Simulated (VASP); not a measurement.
# Sb (R-3m) in VASP: further runs, part 2 of 2

VASP 6.6.1.

### Step 4. Single point, PBE, non-collinear spin, zero start, spin-orbit coupling

The input, INCAR:

```
SYSTEM = Sb
ALGO = Normal
EDIFF = 1E-6
ENCUT = 520
GGA = PE
GGA_COMPAT = .FALSE.
ISIF = 2
ISMEAR = -1
LASPH = .TRUE.
LCHARG = .FALSE.
LNONCOLLINEAR = .TRUE.
LORBIT = 11
LORBMOM = .TRUE.
LREAL = .FALSE.
LSORBIT = .TRUE.
LWAVE = .FALSE.
MAGMOM = 0 0 0 0 0 0
NBANDS = 22
NELM = 150
PREC = Accurate
SIGMA = 0.05
```

The input, KPOINTS:

```
k-points
0
G
  6 6 6
  0 0 0
```

The input, POSCAR:

```
Sb
1.0
    2.1542000000      1.2437279499      3.7580000000
   -2.1542000000      1.2437279499      3.7580000000
    0.0000000000     -2.4874558998      3.7580000000
Sb
2
Direct
    0.7665100000      0.7665100000      0.7665100000
    0.2334900000      0.2334900000      0.2334900000
```

Potentials or basis: VASP PAW PBE potentials, release 64 (Sb).

Launch:

```sh
$ cat potpaw_PBE.64/Sb/POTCAR > POTCAR
$ mpirun -np 1 vasp_ncl > vasp.out
```

OUTCAR:

```text
SYSTEM = Sb
   EDIFF = 1E-6
   ENCUT = 520
   GGA = PE
   ISIF = 2
   ISMEAR = -1
   LASPH = .TRUE.
   LNONCOLLINEAR = .TRUE.
   LORBIT = 11
   LREAL = .FALSE.
   LSORBIT = .TRUE.
   NELM = 150
   PREC = Accurate

 ion  position               nearest neighbor table
   1  0.767  0.767  0.767-   2 2.91   2 2.91   2 2.91   2 3.35   2 3.35   2 3.35
   2  0.233  0.233  0.233-   1 2.91   1 2.91   1 2.91   1 3.35   1 3.35   1 3.35

  LATTYP: Found a trigonal (rhomboedric) cell.
 ALAT       =     4.5066618304
 COS(alpha) =     0.5430253624

  Lattice vectors:

 A1 = (   2.1542000000,   1.2437279499,   3.7580000000)
 A2 = (  -2.1542000000,   1.2437279499,   3.7580000000)
 A3 = (   0.0000000000,  -2.4874558998,   3.7580000000)

Analysis of symmetry for initial positions (statically):
=====================================================================
 Subroutine PRICEL returns:
 Original cell was already a primitive cell.

 Routine SETGRP: Setting up the symmetry group for a
 trigonal (rhombohedral) supercell.

 Subroutine GETGRP returns: Found 12 space group operations
 (whereof 12 operations were pure point group operations)
 out of a pool of 12 trial point group operations.

The static configuration has the point symmetry D_3d.

Analysis of symmetry for dynamics (positions and initial velocities):
=====================================================================
 Subroutine PRICEL returns:
 Original cell was already a primitive cell.

 Routine SETGRP: Setting up the symmetry group for a
 trigonal (rhombohedral) supercell.

 Subroutine GETGRP returns: Found 12 space group operations
 (whereof 12 operations were pure point group operations)
 out of a pool of 12 trial point group operations.

The dynamic configuration has the point symmetry D_3d.

Analysis of structural, dynamic, and magnetic symmetry:
=====================================================================
 Subroutine PRICEL returns:
 Original cell was already a primitive cell.

 Routine SETGRP: Setting up the symmetry group for a
 trigonal (rhombohedral) supercell.

 Subroutine GETGRP returns: Found 12 space group operations
 (whereof 12 operations were pure point group operations)
 out of a pool of 12 trial point group operations.
[... 811 lines left out ...]
            0.000   0.000   0.000

 orbital moment (z)

 # of ion     p       d       tot
 ----------------------------------------
  1         0.000   0.000   0.000
  2         0.000   0.000   0.000
 ----------------------------------------
            0.000   0.000   0.000

 Spin-Orbit-Coupling matrix elements

 Ion:    1  E_soc:     -0.1334874
 l=   1
     0.0000000    -0.0222472    -0.0218827
    -0.0222472     0.0000000    -0.0222472
    -0.0218827    -0.0222472     0.0000000
 l=   2
     0.0000000    -0.0000261     0.0000000    -0.0000261    -0.0000969
    -0.0000261     0.0000000    -0.0000692    -0.0000270    -0.0000261
     0.0000000    -0.0000692     0.0000000    -0.0000692     0.0000000
    -0.0000261    -0.0000270    -0.0000692     0.0000000    -0.0000261
    -0.0000969    -0.0000261     0.0000000    -0.0000261     0.0000000
 l=   3
     0.0000000     0.0000000     0.0000000     0.0000000     0.0000000     0.0000000     0.0000000
     0.0000000     0.0000000     0.0000000     0.0000000     0.0000000     0.0000000     0.0000000
     0.0000000     0.0000000     0.0000000     0.0000000     0.0000000     0.0000000     0.0000000
     0.0000000     0.0000000     0.0000000     0.0000000     0.0000000     0.0000000     0.0000000
     0.0000000     0.0000000     0.0000000     0.0000000     0.0000000     0.0000000     0.0000000
     0.0000000     0.0000000     0.0000000     0.0000000     0.0000000     0.0000000     0.0000000
     0.0000000     0.0000000     0.0000000     0.0000000     0.0000000     0.0000000     0.0000000

 Ion:    2  E_soc:     -0.1334874
 l=   1
     0.0000000    -0.0222472    -0.0218827
    -0.0222472     0.0000000    -0.0222472
    -0.0218827    -0.0222472     0.0000000
 l=   2
     0.0000000    -0.0000261     0.0000000    -0.0000261    -0.0000969
    -0.0000261     0.0000000    -0.0000692    -0.0000270    -0.0000261
     0.0000000    -0.0000692     0.0000000    -0.0000692     0.0000000
    -0.0000261    -0.0000270    -0.0000692     0.0000000    -0.0000261
    -0.0000969    -0.0000261     0.0000000    -0.0000261     0.0000000
 l=   3
     0.0000000     0.0000000     0.0000000     0.0000000     0.0000000     0.0000000     0.0000000
     0.0000000     0.0000000     0.0000000     0.0000000     0.0000000     0.0000000     0.0000000
     0.0000000     0.0000000     0.0000000     0.0000000     0.0000000     0.0000000     0.0000000
     0.0000000     0.0000000     0.0000000     0.0000000     0.0000000     0.0000000     0.0000000
     0.0000000     0.0000000     0.0000000     0.0000000     0.0000000     0.0000000     0.0000000
     0.0000000     0.0000000     0.0000000     0.0000000     0.0000000     0.0000000     0.0000000
     0.0000000     0.0000000     0.0000000     0.0000000     0.0000000     0.0000000     0.0000000

 total charge

# of ion       s       p       d       tot
------------------------------------------
    1        1.215   1.153   0.036   2.403
    2        1.215   1.153   0.036   2.403
--------------------------------------------------
tot          2.430   2.305   0.072   4.807

 magnetization (x)

# of ion       s       p       d       tot
------------------------------------------
    1        0.000  -0.000  -0.000  -0.000
    2        0.000  -0.000  -0.000  -0.000
--------------------------------------------------
tot          0.000  -0.000  -0.000  -0.000

 magnetization (y)

# of ion       s       p       d       tot
------------------------------------------
    1        0.000   0.000   0.000   0.000
    2        0.000   0.000   0.000   0.000
--------------------------------------------------
tot          0.000   0.000   0.000   0.000

 magnetization (z)

# of ion       s       p       d       tot
------------------------------------------
    1        0.000   0.000   0.000   0.000
    2        0.000   0.000   0.000   0.000
--------------------------------------------------
tot          0.000   0.000   0.000   0.000
```

OSZICAR:

```text
N       E                     dE             d eps       ncg     rms          rms(c)
DAV:   1     0.403033719204E+02    0.40303E+02   -0.33240E+03  1408   0.721E+02
DAV:   2    -0.542098125802E+01   -0.45724E+02   -0.43707E+02  1768   0.126E+02
DAV:   3    -0.836750454112E+01   -0.29465E+01   -0.28925E+01  1804   0.337E+01
DAV:   4    -0.840278397516E+01   -0.35279E-01   -0.35217E-01  1600   0.405E+00
DAV:   5    -0.840323061365E+01   -0.44664E-03   -0.44663E-03  1666   0.542E-01    0.353E+00
DAV:   6    -0.840141567440E+01    0.18149E-02   -0.24074E-03  1620   0.360E-01    0.213E+00
DAV:   7    -0.840053476919E+01    0.88091E-03   -0.19049E-03  1558   0.310E-01    0.127E+00
DAV:   8    -0.840074596323E+01   -0.21119E-03   -0.12597E-03  1606   0.250E-01    0.550E-02
DAV:   9    -0.840083354337E+01   -0.87580E-04   -0.93022E-05  1528   0.591E-02    0.968E-03
DAV:  10    -0.840084144188E+01   -0.78985E-05   -0.88195E-06  1662   0.196E-02    0.355E-03
DAV:  11    -0.840084227105E+01   -0.82917E-06   -0.12193E-06  1458   0.662E-03
   1 F= -.84008423E+01 E0= -.83996391E+01  d E =-.240626E-02  mag=    -0.0000    -0.0000     0.0000
```

Run time: 2.8 min. Hardware: 1 thread of Intel Xeon 8259CL, shared host; peak memory 0.39 GiB.

What came out:

```yaml
Free_energy: -8.4008 eV
Pressure: 2.9 GPa
Largest_force: 0.119 eV/Å
Net_moment: 0.00 μB per cell
Valence_electrons_inside_the_program's_atomic_spheres: Sb 2.40
```

Forces in eV/Å, atoms in the order of the input:
```
Sb   0.000  0.000 -0.119
Sb   0.000  0.000  0.119
```

Stress tensor (GPa, compression positive):
```
3.04 0.00 0.00
0.00 3.04 0.00
0.00 0.00 2.63
```

Moments on the atoms (μB; x, y, z):
```
Sb  0.00 0.00 0.00
Sb  0.00 0.00 0.00
```

### Step 5. Single point, PBE, non-collinear spin, zero start, spin-orbit coupling

This run uses another cell than the first one, of 32.23 Å³/atom.

The input, INCAR:

```
PREC     = Accurate       # precision mode
ENCUT    = 520            # plane-wave cutoff, eV
EDIFF    = 1E-6           # SCF threshold, eV
ISMEAR   = -1             # smearing method
SIGMA    = 0.05           # smearing width, eV
LREAL    = False          # projectors in reciprocal space
LASPH    = True           # aspherical terms in the spheres
NELM     = 150            # most SCF steps
ALGO     = Normal         # electronic algorithm
ISIF     = 2              # what is computed and relaxed
LWAVE    = False          # write WAVECAR
LCHARG   = False          # write CHGCAR
LNONCOLLINEAR= True           # non-collinear magnetism
MAGMOM   = 0 0 0 0 0 0    # initial moments
LORBIT   = 11             # projections on sites
LSORBIT  = True           # spin-orbit coupling
GGA_COMPAT= False        
LORBMOM  = True         
GGA      = PE             # functional
NBANDS   = 22             # bands
```

The input, KPOINTS:

```
Automatic mesh
0
Gamma
  6 6 6
```

The input, POSCAR:

```
Sb
1.0
    2.1898952766      1.2643366275      3.8805692964
   -2.1898952766      1.2643366275      3.8805692964
    0.0000000000     -2.5286732549      3.8805692964
Sb
2
Direct
    0.7687873814      0.7687873814      0.7687873814
    0.2312126186      0.2312126186      0.2312126186
```

Launch:

```sh
$ cat potpaw_PBE.64/Sb/POTCAR > POTCAR
$ mpirun -np 1 vasp_ncl > vasp.out
```

Run time: 2.7 min. Hardware: 1 thread of Intel Xeon 8259CL, shared host; peak memory 0.4 GiB.

It converged, with:

```yaml
Free_energy: -8.4315 eV
Pressure: 0.1 GPa
Largest_force: 0.041 eV/Å
Net_moment: 0.00 μB per cell
Valence_electrons_inside_the_program's_atomic_spheres: Sb 2.38
```

Forces on the atoms (eV/Å):
```
Sb   0.000  0.000 -0.041
Sb   0.000  0.000  0.041
```

Moments on the atoms (μB; x, y, z):
```
Sb  0.00 0.00 0.00
Sb  0.00 0.00 0.00
```

### Step 6. Overview

```csv
task,spin,cell,k mesh,cutoff (eV),gap on the mesh (eV),pressure (GPa),moment (μB),largest force (eV/Å)
single point,off,"a = 4.507 Å, angles 57.1°, 2 atoms, atomic positions A",8 × 8 × 8,520,none,2.3,-,0.03
relaxation of cell and atoms,off,"relaxed from a = 4.507 Å, angles 57.1°, 2 atoms, atomic positions B",6 × 6 × 6,600,none,0.0,-,-
single point,"non-collinear, zero start, SOC","a = 4.507 Å, angles 57.1°, 2 atoms, atomic positions B",6 × 6 × 6,520,-,2.9,0.00,0.12
single point,"non-collinear, zero start, SOC","a = 4.632 Å, angles 56.4°, 2 atoms, atomic positions C",6 × 6 × 6,520,-,0.1,0.00,0.04
```

Alike in all rows: level PBE; potentials or basis VASP PAW PBE potentials, release 64 (Sb); smearing fermi-dirac 0.05 eV.

Caveats: spin-orbit coupling is left out, which moves the levels of the heavy elements (at least some runs).

Absolute energies hang on the potentials; compare differences alone.
